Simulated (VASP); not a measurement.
Input of a VASP 6.6.1 run:

INCAR

```
PREC = Accurate ; ENCUT = 520
EDIFF = 1E-6 ; ISMEAR = 0
SIGMA = 0.05 ; LREAL = F
LASPH = T ; NELM = 60
ALGO = Normal ; ISIF = 2
LWAVE = F ; LCHARG = F
GGA = PE ; NBANDS = 8
```

Contents of KPOINTS:

```
regular mesh
0
Gamma
  18 18 18
```

Contents of POSCAR:

```
Al
1.0
    0.0000000000      2.0248050000      2.0248050000
    2.0248050000      0.0000000000      2.0248050000
    2.0248050000      2.0248050000      0.0000000000
Al
1
Direct
    0.0000000000      0.0000000000      0.0000000000
```

Potentials or basis: VASP PAW PBE potentials, release 64 (Al).

Launch:

```console
$ cat potpaw_PBE.64/Al/POTCAR > POTCAR
$ mpirun -np 1 vasp_std > vasp.out
```

What does it give for the pressure?

-0.4 GPa.
